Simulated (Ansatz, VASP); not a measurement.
MgO: VASP beside Ansatz

INCAR

```
  PREC = Accurate
  ENCUT = 520
  EDIFF = 1E-6
  ISMEAR = 0
  SIGMA = 0.05
  LREAL = False
  LASPH = True
  NELM = 60
  ALGO = Normal
  ISIF = 2
  LWAVE = False
  LCHARG = False
  GGA = PE
  NBANDS = 26
```

File KPOINTS:

```
regular mesh
0
Gamma
  9 9 2
```

POSCAR

```
MgO
1.0
    3.2805263433      0.0000000000      0.0000000000
   -1.6402631717      2.8410191511      0.0000000000
    0.0000000000      0.0000000000     10.5138967343
Mg O
4 4
Direct
    0.3526925833      0.7053851667      0.9694906392
   -0.0134979456     -0.0269958911      0.2208211786
    0.0134979456      0.0269958911      0.7208211786
    0.6473074167      0.2946148333      0.4694906392
    0.3479344020      0.6958688040      0.7800420079
   -0.0177099873     -0.0354199746      0.5296443544
    0.0177099873      0.0354199746      0.0296443544
    0.6520655980      0.3041311960      0.2800420079
```

Input for Ansatz:

```yaml
crystal:
  lattice:
    - [3.2805263433, 0.0, 0.0]
    - [-1.6402631717, 2.8410191511, 0.0]
    - [0.0, 0.0, 10.5138967343]
  atoms:
    - { symbol: Mg, position: [0.3526925833, 0.7053851667, 0.9694906392] }
    - { symbol: Mg, position: [-0.0134979456, -0.0269958911, 0.2208211786] }
    - { symbol: Mg, position: [0.0134979456, 0.0269958911, 0.7208211786] }
    - { symbol: Mg, position: [0.6473074167, 0.2946148333, 0.4694906392] }
    - { symbol: O, position: [0.347934402, 0.695868804, 0.7800420079] }
    - { symbol: O, position: [-0.0177099873, -0.0354199746, 0.5296443544] }
    - { symbol: O, position: [0.0177099873, 0.0354199746, 0.0296443544] }
    - { symbol: O, position: [0.652065598, 0.304131196, 0.2800420079] }
basis:
  ecutwfc: 520.0
kpoints:
  mp_grid: { grid: [9, 9, 2] }
hamiltonian:
  xc: pbe
  pseudopotentials: { kind: paw, azcp: { folder: soft_1 } }
scf:
  occupations: { method: gaussian, width: 0.05 }
output:
  forces: true
  stress: true
  eigenvalues: true
```

Change from the starting cell: mode 4 frozen in at +0.000 Å and mode 5 at +0.110 Å (largest displacements).

Alike in both runs: task single point; functional PBE; k mesh 9 × 9 × 2; occupations gaussian, width 0.05 eV; no spin polarisation.

|  | VASP | Ansatz |
| --- | --- | --- |
| version | VASP 6.6.1 | Ansatz 0.2.0 |
| potentials or method | VASP PAW PBE potentials, release 64 (Mg, O), cutoff 520 eV | scalar-relativistic, plane waves, PAW |
| valence electrons in the cell | 32 | 64 |

Ansatz gave:

| Item | Value |
| --- | --- |
| gap on the k mesh at the Fermi level (eV) | 3.43 |
| least direct gap on the mesh (eV) | 3.43 |
| pressure (GPa) | -0.1 |
| traceless stress, the component that is largest in VASP (GPa) | -1.18 |
| rms of the force components (eV/Å) | 0.049 |

Problem. What did VASP give for the same quantities?

Solution. gap on the k mesh at the Fermi level (eV): 3.41; least direct gap on the mesh (eV): 3.41; pressure (GPa): -0.5; traceless stress, the component that is largest in VASP (GPa): -1.20; rms of the force components (eV/Å): 0.049.

Atom by atom the forces differ by 0.001 eV/Å (rms over components). VASP's potentials hold 32 valence electrons a cell and Ansatz's 64, so a difference there can come from the potentials and not from the codes.
